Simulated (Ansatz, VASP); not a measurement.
## P: VASP beside Ansatz

File INCAR:

```
SYSTEM = P
  ALGO = Normal
  EDIFF = 1E-7
  ENCUT = 520
  GGA = PE
  ISIF = 2
  ISMEAR = -1
  LASPH = .True.
  LCHARG = .False.
  LREAL = .False.
  LWAVE = .False.
  NBANDS = 8
  NELM = 60
  PREC = Accurate
  SIGMA = 0.05
```

Contents of KPOINTS:

```
k-points
0
Gamma
  20 20 20
  0 0 0
```

The input POSCAR:

```
P
1.0
    0.0000000000      1.9758789581      1.9758789581
    1.9758789581      0.0000000000      1.9758789581
    1.9758789581      1.9758789581      0.0000000000
P
1
Direct
    0.0000000000      0.0000000000      0.0000000000
```

Input for Ansatz:

```yaml
crystal:
  lattice:
    - [0.0, 1.9758789581, 1.9758789581]
    - [1.9758789581, 0.0, 1.9758789581]
    - [1.9758789581, 1.9758789581, 0.0]
  atoms:
    - { symbol: P, position: [0.0, 0.0, 0.0] }
kpoints:
  mp_grid: { grid: [20, 20, 20] }
scf:
  occupations: { method: fermi_dirac, width: 0.05 }
hamiltonian:
  xc: pbe
  pseudopotentials: { kind: all_electron, lapw: { basis_error: 0.0005 } }
output:
  forces: true
  stress: true
  eigenvalues: true
```

Change from the starting cell: volume scaled by 1.06.

Alike in both runs: task single point; functional PBE; k mesh 20 × 20 × 20; occupations fermi-dirac, width 0.05 eV; no spin polarisation.

|  | VASP | Ansatz |
| --- | --- | --- |
| version | VASP 6.6.1 | Ansatz 0.2.0 |
| potentials or method | VASP PAW PBE potentials, release 64 (P), cutoff 520 eV | all-electron LAPW, scalar-relativistic |

|  | VASP | Ansatz | Ansatz less VASP |
| --- | --- | --- | --- |
| pressure (GPa) | -4.9 | -4.7 | +0.17 |

Ansatz ran all-electron here, and VASP with PAW potentials.
